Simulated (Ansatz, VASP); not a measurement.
Pd in VASP and in Ansatz

```
CELL_PARAMETERS angstrom
0.00000 1.97106 1.97106
1.97106 0.00000 1.97106
1.97106 1.97106 0.00000
ATOMIC_POSITIONS crystal
Pd 0.00000 0.00000 0.00000
```

Alike in both runs: task single point; functional PBE; k mesh 35 × 35 × 35; no spin polarisation.

|  | VASP | Ansatz |
| --- | --- | --- |
| version | VASP 6.6.1 | Ansatz 0.2.0 |
| potentials or method | VASP PAW PBE potentials, release 64 (Pd) | plane-wave PAW, scalar-relativistic |
| plane-wave cutoff (eV) | 520 | 420 |
| occupations | methfessel-paxton of order 1, width 0.1 eV | cold, width 0.1 eV |
| valence electrons in the cell | 10 | 18 |

|  | VASP | Ansatz | Ansatz less VASP |
| --- | --- | --- | --- |
| pressure (GPa) | -0.3 | -0.1 | +0.24 |

VASP's potentials hold 10 valence electrons a cell and Ansatz's 18, so a difference there can come from the potentials and not from the codes.
